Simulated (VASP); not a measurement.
# Ni2O3 (Pn-3m) in VASP: notebook

The runs below take Ni2O3 through single point, with PBE.

Program: VASP 6.6.1. These are calculated values, not measurements. Logs are shortened: lines on timing, memory, paths and dates and some standing lists are left out, and cuts for length are marked.

## (1) The cell of the first run

The structure is cubic, space group Pn-3m (No. 224). Conventional cell: a = 4.485 Å, b = 4.485 Å, c = 4.485 Å, α = 90.00°, β = 90.00°, γ = 90.00°. Ni (site symmetry -3m) has 6 O at 1.94 Å within 2.6 Å. Within 2.6 Å of O (site symmetry -42m) lie 4 Ni at 1.94 Å and 4 O at 2.24 Å.

## (2) Single point, PBE

The input, INCAR:

```
SYSTEM = Ni2O3
PREC = Accurate
ENCUT = 520
EDIFF = 1E-6
ISMEAR = -1
SIGMA = 0.06122561905347299
LREAL = .FALSE.
LASPH = .TRUE.
NELM = 80
ALGO = Normal
ISIF = 2
LWAVE = .FALSE.
LCHARG = .TRUE.
GGA = PE
LELF = .TRUE.
LVHAR = .TRUE.
NBANDS = 49
```

The input, KPOINTS:

```
Automatic mesh
0
G
  8 8 8
  0 0 0
```

The input, POSCAR:

```
Ni2O3
1.0
    4.4852749839      0.0000000000      0.0000000000
    0.0000000000      4.4852749839      0.0000000000
    0.0000000000      0.0000000000      4.4852749839
Ni O
4 6
Direct
    0.2500000000      0.2500000000      0.2500000000
    0.7500000000      0.7500000000      0.2500000000
    0.7500000000      0.2500000000      0.7500000000
    0.2500000000      0.7500000000      0.7500000000
    0.5000000000      0.0000000000      0.0000000000
    0.0000000000      0.5000000000      0.0000000000
    0.0000000000      0.0000000000      0.5000000000
    0.5000000000      0.5000000000      0.0000000000
    0.5000000000      0.0000000000      0.5000000000
    0.0000000000      0.5000000000      0.5000000000
```

Potentials or basis: VASP PAW PBE potentials, release 64 (Ni, O).

Started as:

```sh
> cat potpaw_PBE.64/Ni/POTCAR potpaw_PBE.64/O/POTCAR > POTCAR
> mpirun -np 1 vasp_std > vasp.out
```

OUTCAR:

```text
SYSTEM = Ni2O3
   PREC = Accurate
   ENCUT = 520
   EDIFF = 1E-6
   ISMEAR = -1
   LREAL = .FALSE.
   LASPH = .TRUE.
   NELM = 80
   ISIF = 2
   GGA = PE

 ion  position               nearest neighbor table
   1  0.250  0.250  0.250-   5 1.94   6 1.94   7 1.94   8 1.94   9 1.94  10 1.94
   2  0.750  0.750  0.250-   5 1.94   6 1.94   7 1.94   8 1.94   9 1.94  10 1.94
   3  0.750  0.250  0.750-   5 1.94   6 1.94   7 1.94   8 1.94   9 1.94  10 1.94
   4  0.250  0.750  0.750-   5 1.94   6 1.94   7 1.94   8 1.94   9 1.94  10 1.94
   5  0.500  0.000  0.000-   1 1.94   2 1.94   3 1.94   4 1.94
   6  0.000  0.500  0.000-   1 1.94   2 1.94   3 1.94   4 1.94
   7  0.000  0.000  0.500-   1 1.94   2 1.94   3 1.94   4 1.94
   8  0.500  0.500  0.000-   1 1.94   2 1.94   3 1.94   4 1.94
   9  0.500  0.000  0.500-   1 1.94   2 1.94   3 1.94   4 1.94
  10  0.000  0.500  0.500-   1 1.94   2 1.94   3 1.94   4 1.94

  LATTYP: Found a simple cubic cell.
 ALAT       =     4.4852749839

  Lattice vectors:

 A1 = (   4.4852749839,   0.0000000000,   0.0000000000)
 A2 = (   0.0000000000,   4.4852749839,   0.0000000000)
 A3 = (   0.0000000000,   0.0000000000,   4.4852749839)

Analysis of symmetry for initial positions (statically):
=====================================================================
 Subroutine PRICEL returns:
 Original cell was already a primitive cell.

 Routine SETGRP: Setting up the symmetry group for a
 simple cubic supercell.

 Subroutine GETGRP returns: Found 48 space group operations
 (whereof 24 operations were pure point group operations)
 out of a pool of 48 trial point group operations.

The static configuration has the point symmetry T_d .
 The point group associated with its full space group is O_h .

Analysis of symmetry for dynamics (positions and initial velocities):
=====================================================================
 Subroutine PRICEL returns:
 Original cell was already a primitive cell.

 Routine SETGRP: Setting up the symmetry group for a
 simple cubic supercell.

 Subroutine GETGRP returns: Found 48 space group operations
 (whereof 24 operations were pure point group operations)
 out of a pool of 48 trial point group operations.

The dynamic configuration has the point symmetry T_d .
 The point group associated with its full space group is O_h .

 Subroutine INISYM returns: Found 48 space group operations
 (whereof 24 operations are pure point group operations),
 and found     1 'primitive' translations

----------------------------------------------------------------------------------------

                                     Primitive cell

  volume of cell :      90.2334

  direct lattice vectors                    reciprocal lattice vectors
     4.485274984  0.000000000  0.000000000     0.222951771  0.000000000  0.000000000
     0.000000000  4.485274984  0.000000000     0.000000000  0.222951771  0.000000000
     0.000000000  0.000000000  4.485274984     0.000000000  0.000000000  0.222951771

  length of vectors
     4.485274984  4.485274984  4.485274984     0.222951771  0.222951771  0.222951771

  position of ions in fractional coordinates (direct lattice)
     0.250000000  0.250000000  0.250000000
     0.750000000  0.750000000  0.250000000
     0.750000000  0.250000000  0.750000000
     0.250000000  0.750000000  0.750000000
     0.500000000  0.000000000  0.000000000
     0.000000000  0.500000000  0.000000000
     0.000000000  0.000000000  0.500000000
     0.500000000  0.500000000  0.000000000
     0.500000000  0.000000000  0.500000000
     0.000000000  0.500000000  0.500000000

  ion indices of the primitive-cell ions
   primitive index   ion index
                 1           1
                 2           2
                 3           3
                 4           4
                 5           5
                 6           6
                 7           7
                 8           8
                 9           9
                10          10

----------------------------------------------------------------------------------------

 KPOINTS: Automatic mesh

Automatic generation of k-mesh.
 Grid dimensions read from file:
 generate k-points for:    8    8    8

 Generating k-lattice:

  Cartesian coordinates                     Fractional coordinates (reciprocal lattice)
     0.027868971  0.000000000  0.000000000     0.125000000  0.000000000  0.000000000
     0.000000000  0.027868971  0.000000000     0.000000000  0.125000000  0.000000000
     0.000000000  0.000000000  0.027868971     0.000000000  0.000000000  0.125000000

  Length of vectors
     0.027868971  0.027868971  0.027868971

  Shift w.r.t. Gamma in fractional coordinates (k-lattice)
     0.000000000  0.000000000  0.000000000

 Subroutine IBZKPT returns following result:
 ===========================================

 Found     35 irreducible k-points:

 Following reciprocal coordinates:
            Coordinates               Weight
  0.000000  0.000000  0.000000      1.000000
  0.125000  0.000000  0.000000      6.000000
  0.250000  0.000000  0.000000      6.000000
  0.375000  0.000000  0.000000      6.000000
  0.500000  0.000000  0.000000      3.000000
  0.125000  0.125000  0.000000     12.000000
[... 16 lines left out ...]
  0.375000  0.375000  0.125000     24.000000
  0.500000  0.375000  0.125000     24.000000
 [... further k-points ...]
   k-points           NKPTS =     35   k-points in BZ     NKDIM =     35   number of bands    NBANDS=     49
   number of dos      NEDOS =    301   number of ions     NIONS =     10
   total plane-waves  NPLWV =  46656
   dimension x,y,z NGX =    36 NGY =   36 NGZ =   36
   dimension x,y,z NGXF=    72 NGYF=   72 NGZF=   72
   ions per type =               4   6
   NGX,Y,Z   is equivalent  to a cutoff of  13.34, 13.34, 13.34 a.u.
   NGXF,Y,Z  is equivalent  to a cutoff of  26.69, 26.69, 26.69 a.u.
 SYSTEM =  Ni2O3
   PREC   = accura    normal or accurate (medium, high low for compatibility)
   ISTART =      0    job   : 0-new  1-cont  2-samecut
   ICHARG =      2    charge: 1-file 2-atom 10-const
   ISPIN  =      1    spin polarized calculation?
   LNONCOLLINEAR =      F non collinear calculations
   LSORBIT =      F    spin-orbit coupling
   LASPH  =      T    aspherical Exc in radial PAW
   ENCUT  =  520.0 eV  38.22 Ry    6.18 a.u.   8.34  8.34  8.34*2*pi/ulx,y,z
   NELM   =     80;   NELMIN=  2; NELMDL= -5     # of ELM steps
   EDIFF  = 0.1E-05   stopping-criterion for ELM
   LREAL  =      F    real-space projection
   EDIFFG = 0.1E-04   stopping-criterion for IOM
   NSW    =      0    number of steps for IOM
   IBRION =     -1    ionic relax: 0-MD 1-quasi-New 2-CG
   NFREE  =      0    steps in history (QN), initial steepest desc. (CG)
   ISIF   =      2    stress and relaxation
   ISYM   =      2    0-nonsym 1-usesym 2-fastsym
   POTIM  = 0.5000    time-step for ionic-motion
   TEBEG  =    0.0;   TEEND  =   0.0 temperature during run
   PSTRESS=    0.0 pullay stress
   NELECT =      76.0000    total number of electrons
   NUPDOWN=      -1.0000    fix difference up-down
   EMIN   =  10.00;   EMAX   =-10.00  energy-range for DOS
   EFERMI =   0.00;   METHOD = LEGACY
   ISMEAR =    -1;   SIGMA  =   0.06  broadening in eV -4-tet -1-fermi 0-gaus
   EFERMI_NEDOS =   21; number of points for ismear=-14 and -15
   IALGO  =     38    algorithm
   IMIX   =      4    mixing-type and parameters
     AMIX     =   0.40;   BMIX     =  1.00
     AMIX_MAG =   1.60;   BMIX_MAG =  1.00
  volume/ion in A,a.u.               =       9.02        60.89
  Fermi-wavevector in a.u.,A,eV,Ry     =   1.546050  2.921611 32.521619  2.390272
  Thomas-Fermi vector in A             =   2.651342
   LORBIT       =      0    0 simple, 1 ext, 2 COOP (PROOUT), +10 PAW based schemes
   GGA     = PE    functional components
   LHFCALC =     F    Hartree Fock is set to
   AEXX    =    0.0000 exact exchange contribution
   IVDW    =     0    specifies the selected vdW correction
   LEPSILON=     F    determine dielectric tensor
   LRPA    =     F    only Hartree local field effects (RPA)
 non-spin polarized calculation
  energy-cutoff  :      520.00
  volume of cell :       90.23
 maximum number of plane-waves:      2469
 NGX is ok and might be reduce to    36
   NGX = 17   NGY = 17   NGZ = 17

 number of electron      75.9999942 magnetization

 Free energy of the ion-electron system (eV)
  ---------------------------------------------------
  ext. energy  EPLUGINS =         0.00000000
  ---------------------------------------------------
  free energy    TOTEN  =       -56.70087335 eV

  energy without entropy =      -56.62711649  energy(sigma->0) =      -56.66399492

 E-fermi :   6.7838     XC(G=0): -12.1794

 val. band max:        6.7819201357   @ k =   0.2500   0.2500   0.2500
 cond. band min:       6.7988524197   @ k =   0.3750   0.3750   0.0000
 fundamental gap:      0.0169322840
 Fermi energy:         6.7837513822

 k-point     1 :       0.0000    0.0000    0.0000
  band No.  band energies     occupation
      1     -14.5866      2.00000
      2     -12.9368      2.00000
      3     -12.9368      2.00000
      4     -11.5341      2.00000
      5     -11.5341      2.00000
      6     -10.5387      2.00000
[... 41 lines left out ...]
     48      17.3415      0.00000
     49      17.3415      0.00000

 k-point     2 :       0.1250    0.0000    0.0000
  band No.  band energies     occupation
      1     -14.5291      2.00000
      2     -13.0006      2.00000
      3     -12.8924      2.00000
      4     -11.6002      2.00000
      5     -11.5118      2.00000
      6     -10.6093      2.00000
[... 1136 lines left out ...]
 k-point    24 :       0.5000    0.3750    0.1250
  band No.  band energies     occupation
      1     -13.4193      2.00000
      2     -13.4149      2.00000
      3     -12.5810      2.00000
      4     -12.4524      2.00000
      5     -11.5747      2.00000
      6     -11.5689      2.00000
[... 41 lines left out ...]
     48      15.8767      0.00000
     49      16.8185      0.00000

 [... further k-points ...]

------------------------ aborting loop because EDIFF is reached ----------------------------------------

  FORCE on cell =-STRESS in cart. coord.  units (eV):
  Direction    XX          YY          ZZ          XY          YZ          ZX
  --------------------------------------------------------------------------------------
  -------------------------------------------------------------------------------------
  Total        8.3694813      8.3694813      8.3694813     -0.0000000     -0.0000000      0.0000000
  in kB      148.6079029    148.6079029    148.6079029     -0.0000000     -0.0000000      0.0000000
  external PRESSURE =     148.6079029 kB  Pullay stress =       0.0000000 kB

 VOLUME and BASIS-vectors are now :
 -----------------------------------------------------------------------------
  energy-cutoff  :      520.00
  volume of cell :       90.23
      direct lattice vectors                 reciprocal lattice vectors
     4.485274984  0.000000000  0.000000000     0.222951771  0.000000000  0.000000000
     0.000000000  4.485274984  0.000000000     0.000000000  0.222951771  0.000000000
     0.000000000  0.000000000  4.485274984     0.000000000  0.000000000  0.222951771

 POSITION                                       TOTAL-FORCE (eV/Angst)
 -----------------------------------------------------------------------------------
      1.12132      1.12132      1.12132        -0.000000     -0.000000      0.000000
      3.36396      3.36396      1.12132        -0.000000     -0.000000      0.000000
      3.36396      1.12132      3.36396        -0.000000      0.000000     -0.000000
      1.12132      3.36396      3.36396        -0.000000      0.000000      0.000000
      2.24264      0.00000      0.00000         0.000000     -0.000000     -0.000000
      0.00000      2.24264      0.00000         0.000000      0.000000      0.000000
      0.00000      0.00000      2.24264         0.000000     -0.000000      0.000000
      2.24264      2.24264      0.00000         0.000000     -0.000000     -0.000000
      2.24264      0.00000      2.24264         0.000000     -0.000000     -0.000000
      0.00000      2.24264      2.24264         0.000000     -0.000000      0.000000
 -----------------------------------------------------------------------------------
    total drift:                               -0.000000      0.000000     -0.000000

  FREE ENERGIE OF THE ION-ELECTRON SYSTEM (eV)
  ---------------------------------------------------
  free  energy   TOTEN  =       -56.7008733473 eV

  energy  without entropy=      -56.6271164929  energy(sigma->0) =      -56.66399492
```

Wall time 2.9 min (1 thread of Intel Xeon Platinum 8488C (Sapphire Rapids), shared host); peak memory 0.27 GiB.

What came out:

| Property | Result |
| --- | --- |
| Free energy | -56.7009 eV |
| Pressure | 14.9 GPa |
| Band gap on the k mesh | zero (band 38 reaches 6.89 eV, above the bottom of band 39 at 6.10 eV) |

Caveat: the run has no spin polarisation, though such a crystal can be magnetic; semilocal functionals often make such compounds metallic where correlation or magnetic order opens a gap, which also shifts bond lengths.

(Continued in part 2 of 3.)
